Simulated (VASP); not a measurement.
Fe:

```xyz
1
Lattice="-1.4620 1.4620 1.4620 1.4620 -1.4620 1.4620 1.4620 1.4620 -1.4620" Properties=species:S:1:pos:R:3 pbc="T T T"
Fe    0.0000    0.0000    0.0000
```

Program: VASP 6.6.1. Alike in all runs: task single point; potentials or basis VASP PAW PBE potentials, release 64 (Fe); spin collinear, ferromagnetic start; cell as given; cutoff (eV) 520; smearing fermi-dirac 0.05 eV.

Task: Order these runs on this cell by their pressure, lowest first.
A. level r2SCAN+D4; k mesh 13 × 13 × 13
B. level BLYP+D4; k mesh 13 × 13 × 13
C. level PBEsol; k mesh 13 × 13 × 13
D. level HF; k mesh 7 × 7 × 7; grid for exact exchange (PRECFOCK) Normal; share of exact exchange 1

Result: C (-20.1 GPa), B (-14.4 GPa), A (-11.8 GPa), D (38.0 GPa).

Caveats: some runs use coarse meshes; the PAW data sets were made with another functional, which shifts forces and pressure a little; the cell stands under tension (at least some runs).
